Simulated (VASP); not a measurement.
# SiC (P6_3mc) in VASP: single point with HSE06

Aim: the single point of SiC with HSE06.

All numbers are computed with VASP 6.6.1; they aren't measurements. Logs are shortened: lines on timing, memory, paths and dates and some standing lists are left out, and cuts for length are marked.

## 1. The cell of the first run

The structure is hexagonal, space group P6_3mc (No. 186). Conventional cell: a = 3.198 Å, b = 3.198 Å, c = 5.250 Å, α = 90.00°, β = 90.00°, γ = 120.00°. Si (site symmetry 3m) has 4 C at 1.96 to 1.97 Å within 2.6 Å. C (site symmetry 3m) has 4 Si at 1.96 to 1.97 Å within 2.6 Å.

## 2. Single point, HSE06 (strain +4.0%)

File POSCAR:

```
SiC
1.0
    3.1983704888      0.0000000000      0.0000000000
   -1.5991852444      2.7698700940      0.0000000000
    0.0000000000      0.0000000000      5.2500324147
Si C
2 2
Direct
    0.3333333333      0.6666666667     -0.0005389124
    0.6666666667      0.3333333333      0.4994610876
    0.3333333333      0.6666666667      0.3755389124
    0.6666666667      0.3333333333      0.8755389124
```

File INCAR.step1:

```
SYSTEM = SiC
PREC     = Accurate       ! precision mode
ENCUT    = 520            ! plane-wave cutoff, eV
EDIFF    = 1E-5           ! SCF threshold, eV
ISMEAR   = 0              ! smearing method
SIGMA    = 0.01           ! smearing width, eV
LREAL    = .False.        ! projectors in reciprocal space
LASPH    = .True.         ! aspherical terms in the spheres
NELM     = 60             ! most SCF steps
ALGO     = Normal         ! electronic algorithm
ISIF     = 2              ! what is computed and relaxed
LWAVE    = .True.         ! write WAVECAR
LCHARG   = .False.        ! write CHGCAR
GGA      = PE             ! functional
NBANDS   = 16             ! bands
```

File INCAR.step2:

```
SYSTEM = SiC
PREC     = Accurate       ! precision mode
ENCUT    = 520            ! plane-wave cutoff, eV
EDIFF    = 1E-6           ! SCF threshold, eV
ISMEAR   = 0              ! smearing method
SIGMA    = 0.01           ! smearing width, eV
LREAL    = .False.        ! projectors in reciprocal space
LASPH    = .True.         ! aspherical terms in the spheres
NELM     = 60             ! most SCF steps
ALGO     = Normal         ! electronic algorithm
ISIF     = 2              ! what is computed and relaxed
LWAVE    = .False.        ! write WAVECAR
LCHARG   = .False.        ! write CHGCAR
GGA      = PE             ! functional
LHFCALC  = .True.         ! exact exchange
HFSCREEN = 0.2079         ! screening, 1/A
PRECFOCK = Normal       
ISTART   = 1            
NBANDS   = 16             ! bands
```

File KPOINTS:

```
regular mesh
0
Gamma
  6 6 4
  0 0 0
```

Potentials or basis: VASP PAW PBE potentials, release 64 (Si, C).

Started as:

```console
$ cat potpaw_PBE.64/Si/POTCAR potpaw_PBE.64/C/POTCAR > POTCAR
$ cp INCAR.step1 INCAR
$ mpirun -np 1 vasp_std > vasp.out
$ cp INCAR.step2 INCAR
$ mpirun -np 1 vasp_std > vasp.out
```

OUTCAR:

```text
SYSTEM = SiC
   PREC = Accurate
   ENCUT = 520
   EDIFF = 1E-6
   ISMEAR = 0
   LREAL = .False.
   LASPH = .True.
   NELM = 60
   ISIF = 2
   GGA = PE
   LHFCALC = .True.
   HFSCREEN = 0.2079
   PRECFOCK = Normal
   ISTART = 1

 ion  position               nearest neighbor table
   1  0.333  0.667  0.999-   4 1.96   4 1.96   4 1.96   3 1.97
   2  0.667  0.333  0.499-   3 1.96   3 1.96   3 1.96   4 1.97
   3  0.333  0.667  0.376-   2 1.96   2 1.96   2 1.96   1 1.97
   4  0.667  0.333  0.876-   1 1.96   1 1.96   1 1.96   2 1.97

  LATTYP: Found a hexagonal cell.
 ALAT       =     3.1983704888
 C/A-ratio  =     1.6414710032

  Lattice vectors:

 A1 = (   3.1983704888,   0.0000000000,   0.0000000000)
 A2 = (  -1.5991852444,   2.7698700940,   0.0000000000)
 A3 = (   0.0000000000,   0.0000000000,   5.2500324147)

Analysis of symmetry for initial positions (statically):
=====================================================================
 Subroutine PRICEL returns:
 Original cell was already a primitive cell.

 Routine SETGRP: Setting up the symmetry group for a
 hexagonal supercell.

 Subroutine GETGRP returns: Found 12 space group operations
 (whereof  6 operations were pure point group operations)
 out of a pool of 24 trial point group operations.

The static configuration has the point symmetry C_3v.
 The point group associated with its full space group is C_6v.

Analysis of symmetry for dynamics (positions and initial velocities):
=====================================================================
 Subroutine PRICEL returns:
 Original cell was already a primitive cell.

 Routine SETGRP: Setting up the symmetry group for a
 hexagonal supercell.

 Subroutine GETGRP returns: Found 12 space group operations
 (whereof  6 operations were pure point group operations)
 out of a pool of 24 trial point group operations.

The dynamic configuration has the point symmetry C_3v.
 The point group associated with its full space group is C_6v.

 Subroutine INISYM returns: Found 12 space group operations
 (whereof  6 operations are pure point group operations),
 and found     1 'primitive' translations

----------------------------------------------------------------------------------------

                                     Primitive cell

  volume of cell :      46.5104

  direct lattice vectors                    reciprocal lattice vectors
     3.198370489  0.000000000  0.000000000     0.312659213  0.180513881  0.000000000
    -1.599185244  2.769870094  0.000000000     0.000000000  0.361027762  0.000000000
     0.000000000  0.000000000  5.250032415     0.000000000  0.000000000  0.190475014

  length of vectors
     3.198370489  3.198370489  5.250032415     0.361027762  0.361027762  0.190475014

  position of ions in fractional coordinates (direct lattice)
     0.333333333  0.666666667  0.999461088
     0.666666667  0.333333333  0.499461088
     0.333333333  0.666666667  0.375538912
     0.666666667  0.333333333  0.875538912

  ion indices of the primitive-cell ions
   primitive index   ion index
                 1           1
                 2           2
                 3           3
                 4           4

----------------------------------------------------------------------------------------

 KPOINTS: regular mesh

Automatic generation of k-mesh.
 Grid dimensions read from file:
 generate k-points for:    6    6    4

 Generating k-lattice:

  Cartesian coordinates                     Fractional coordinates (reciprocal lattice)
     0.052109869  0.030085647  0.000000000     0.166666667  0.000000000  0.000000000
     0.000000000  0.060171294  0.000000000     0.000000000  0.166666667  0.000000000
     0.000000000  0.000000000  0.047618754     0.000000000  0.000000000  0.250000000

  Length of vectors
     0.060171294  0.060171294  0.047618754

  Shift w.r.t. Gamma in fractional coordinates (k-lattice)
     0.000000000  0.000000000  0.000000000

 Subroutine IBZKPT returns following result:
 ===========================================

 Found     21 irreducible k-points:

 Following reciprocal coordinates:
            Coordinates               Weight
  0.000000  0.000000  0.000000      1.000000
  0.166667 -0.000000  0.000000      6.000000
  0.333333  0.000000  0.000000      6.000000
  0.500000 -0.000000  0.000000      3.000000
  0.166667  0.166667  0.000000      6.000000
  0.333333  0.166667  0.000000     12.000000
[... 13 lines left out ...]
  0.333333  0.166667  0.500000     12.000000
  0.333333  0.333333  0.500000      2.000000
   k-points           NKPTS =     21   k-points in BZ     NKDIM =    144   number of bands    NBANDS=     16
   number of dos      NEDOS =    301   number of ions     NIONS =      4
   total plane-waves  NPLWV =  23040
   dimension x,y,z NGX =    24 NGY =   24 NGZ =   40
   dimension x,y,z NGXF=    48 NGYF=   48 NGZF=   80
   ions per type =               2   2
   NGX,Y,Z   is equivalent  to a cutoff of  12.47, 12.47, 12.67 a.u.
   NGXF,Y,Z  is equivalent  to a cutoff of  24.95, 24.95, 25.33 a.u.
 SYSTEM =  SiC
   PREC   = accura    normal or accurate (medium, high low for compatibility)
   ISTART =      1    job   : 0-new  1-cont  2-samecut
   ICHARG =      0    charge: 1-file 2-atom 10-const
   ISPIN  =      1    spin polarized calculation?
   LNONCOLLINEAR =      F non collinear calculations
   LSORBIT =      F    spin-orbit coupling
   LASPH  =      T    aspherical Exc in radial PAW
   ENCUT  =  520.0 eV  38.22 Ry    6.18 a.u.   5.95  5.95  9.76*2*pi/ulx,y,z
   NELM   =     60;   NELMIN=  2; NELMDL=  0     # of ELM steps
   EDIFF  = 0.1E-05   stopping-criterion for ELM
   LREAL  =      F    real-space projection
   EDIFFG = 0.1E-04   stopping-criterion for IOM
   NSW    =      0    number of steps for IOM
   IBRION =     -1    ionic relax: 0-MD 1-quasi-New 2-CG
   NFREE  =      0    steps in history (QN), initial steepest desc. (CG)
   ISIF   =      2    stress and relaxation
   ISYM   =      3    0-nonsym 1-usesym 2-fastsym
   POTIM  = 0.5000    time-step for ionic-motion
   TEBEG  =    0.0;   TEEND  =   0.0 temperature during run
   PSTRESS=    0.0 pullay stress
   NELECT =      16.0000    total number of electrons
   NUPDOWN=      -1.0000    fix difference up-down
   EMIN   =  10.00;   EMAX   =-10.00  energy-range for DOS
   EFERMI =   0.00;   METHOD = LEGACY
   ISMEAR =     0;   SIGMA  =   0.01  broadening in eV -4-tet -1-fermi 0-gaus
   EFERMI_NEDOS =   21; number of points for ismear=-14 and -15
   IALGO  =     38    algorithm
   IMIX   =      1    mixing-type and parameters
     AMIX     =   0.40;   BMIX     =  1.00
     AMIX_MAG =   1.60;   BMIX_MAG =  1.00
  volume/ion in A,a.u.               =      11.63        78.47
  Fermi-wavevector in a.u.,A,eV,Ry     =   1.147092  2.167689 17.902807  1.315819
  Thomas-Fermi vector in A             =   2.283773
   LORBIT       =      0    0 simple, 1 ext, 2 COOP (PROOUT), +10 PAW based schemes
   GGA     = PE    functional components
   LHFCALC =     T    Hartree Fock is set to
   PRECFOCK=normal    Normal, Fast or Accurate (Low or Medium for compatibility)
   ENCUT4O =  -1.0   cutoff for four orbital integrals eV
   NKREDX  =     1    reduce k-point grid by
   NKREDY  =     1    reduce k-point grid by
   NKREDZ  =     1    reduce k-point grid by
   AEXX    =    0.2500 exact exchange contribution
   HFSCREEN=    0.2079 screening length (either q_TF or 0.3 A-1)
   HFSCREENC=   0.2079 screening length for correlation (either q_TF or 0.3 A-1)
   ENCUTFOCK=  -1.0 apply spherical cutoff to Coloumb kernel
   IVDW    =     0    specifies the selected vdW correction
   LEPSILON=     F    determine dielectric tensor
   LRPA    =     F    only Hartree local field effects (RPA)
 non-spin polarized calculation
 Gauss-broadening in eV      SIGMA  =   0.01
  energy-cutoff  :      520.00
  volume of cell :       46.51
 maximum number of plane-waves:      1290
 NGX is ok and might be reduce to    24
  NGX = 18; NGY = 18; NGZ = 30

 number of electron      16.0000000 magnetization

 Free energy of the ion-electron system (eV)
  ---------------------------------------------------
  ext. energy  EPLUGINS =         0.00000000
  ---------------------------------------------------
  free energy    TOTEN  =       -34.40423163 eV

  energy without entropy =      -34.40423163  energy(sigma->0) =      -34.40423163

 E-fermi :   6.5394     XC(G=0):  -8.9630

 val. band max:        6.4189232441   @ k =   0.0000   0.0000   0.0000
 cond. band min:       9.7598335334   @ k =   0.3333   0.3333   0.0000
 fundamental gap:      3.3409102893
 Fermi energy:         6.5394128773

 k-point     1 :       0.0000    0.0000    0.0000
  band No.  band energies     occupation
      1      -9.7976      2.00000
      2      -6.3936      2.00000
      3      -2.4279      2.00000
      4       5.0244      2.00000
      5       5.0244      2.00000
      6       6.3210      2.00000
[... 8 lines left out ...]
     15      15.9224      0.00000
     16      18.4477      0.00000

 k-point     2 :       0.1667   -0.0000    0.0000
  band No.  band energies     occupation
      1      -9.3236      2.00000
      2      -5.9946      2.00000
      3      -2.0170      2.00000
      4       2.8186      2.00000
      5       4.3526      2.00000
      6       4.6774      2.00000
[... 8 lines left out ...]
     15      16.6732      0.00000
     16      16.9962      0.00000

 k-point     3 :       0.3333    0.0000    0.0000
  band No.  band energies     occupation
      1      -7.9792      2.00000
      2      -5.0643      2.00000
      3      -1.4253      2.00000
      4       0.2681      2.00000
      5       1.7192      2.00000
      6       3.3996      2.00000
[... 8 lines left out ...]
     15      17.9079      0.00000
     16      18.8414      0.00000
[... 305 lines left out ...]
 k-point    20 :       0.3333    0.1667    0.5000
  band No.  band energies     occupation
      1      -5.8895      2.00000
      2      -5.8895      2.00000
      3      -1.4120      2.00000
      4      -1.4120      2.00000
      5       2.3288      2.00000
      6       2.3288      2.00000
[... 8 lines left out ...]
     15      18.5790      0.00000
     16      18.5790      0.00000

 k-point    21 :       0.3333    0.3333    0.5000
  band No.  band energies     occupation
      1      -5.1977      2.00000
      2      -5.1977      2.00000
      3      -1.7041      2.00000
      4      -1.7041      2.00000
      5       0.8863      2.00000
      6       0.8863      2.00000
[... 8 lines left out ...]
     15      18.8218      0.00000
     16      18.8218      0.00000

------------------------ aborting loop because EDIFF is reached ----------------------------------------

  FORCE on cell =-STRESS in cart. coord.  units (eV):
  Direction    XX          YY          ZZ          XY          YZ          ZX
  --------------------------------------------------------------------------------------
  -------------------------------------------------------------------------------------
  Total       -6.6321115     -6.6321115     -6.6165143      0.0000000      0.0000000      0.0000000
  in kB     -228.4610919   -228.4610918   -227.9238042      0.0000000      0.0000000      0.0000000
  external PRESSURE =    -228.2819960 kB  Pullay stress =       0.0000000 kB

 VOLUME and BASIS-vectors are now :
 -----------------------------------------------------------------------------
  energy-cutoff  :      520.00
  volume of cell :       46.51
      direct lattice vectors                 reciprocal lattice vectors
     3.198370489  0.000000000  0.000000000     0.312659213  0.180513881  0.000000000
    -1.599185244  2.769870094  0.000000000     0.000000000  0.361027762  0.000000000
     0.000000000  0.000000000  5.250032415     0.000000000  0.000000000  0.190475014

 POSITION                                       TOTAL-FORCE (eV/Angst)
 -----------------------------------------------------------------------------------
     -0.00000      1.84658      5.24720         0.000000     -0.000000     -0.016354
      1.59919      0.92329      2.62219        -0.000000      0.000000     -0.016354
     -0.00000      1.84658      1.97159         0.000000     -0.000000      0.016354
      1.59919      0.92329      4.59661        -0.000000      0.000000      0.016354
 -----------------------------------------------------------------------------------
    total drift:                                0.000000      0.000000     -0.000064

  FREE ENERGIE OF THE ION-ELECTRON SYSTEM (eV)
  ---------------------------------------------------
  free  energy   TOTEN  =       -34.4042316295 eV

  energy  without entropy=      -34.4042316295  energy(sigma->0) =      -34.40423163
```

Run time: 20 min. Hardware: 1 thread of AMD EPYC 7R13 (Zen 3), shared host; peak memory 0.24 GiB.

What came out:

* Free energy: -34.4042 eV
* Pressure: -22.8 GPa
* Largest force: 0.016 eV/Å
* Band gap on the k mesh: 3.34 eV (least direct gap 4.78 eV)

Forces in eV/Å, atoms in the order of the input:
```
Si   0.000  0.000 -0.016
Si   0.000  0.000 -0.016
C    0.000  0.000  0.016
C    0.000  0.000  0.016
```

Caveat: the cell differs from its parent crystal (strain +4.0%); the cell stands under tension; the PAW data sets were made with another functional, which shifts forces and pressure a little.
